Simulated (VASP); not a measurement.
The system is HfO2.

```
Hf O
1.0
     0.00000    2.52918    2.52918
     2.52918    0.00000    2.52918
     2.52918    2.52918    0.00000
Hf O
1 2
Direct
  0.00000 0.00000 0.00000
  0.25000 0.25000 0.25000
  0.75000 0.75000 0.75000
```

Base run:

* Program: VASP 6.6.1
* Functional: r2SCAN
* Potentials or basis: VASP PAW PBE potentials, release 64 (Hf_pv, O)
* Cutoff: 520 eV
* k mesh: 8 × 8 × 8
* Occupations: gaussian, width 0.01 eV
* Spin: no spin polarisation

Its results: band gap on the k mesh 4.31 eV, direct; electronic dielectric tensor (diagonal) 4.87.

Question: The run is repeated on the same cell with these changes: functional from r2SCAN to PBE. What comes out?

Answer: Band gap on the k mesh 3.82 eV, direct; electronic dielectric tensor (diagonal) 5.24.

r2SCAN gives the wider gap, since meta-GGAs in the generalised Kohn-Sham scheme recover part of the derivative discontinuity.

Caveats: spin-orbit coupling is left out, which moves the levels of the heavy elements.

A k mesh can miss the band edges.
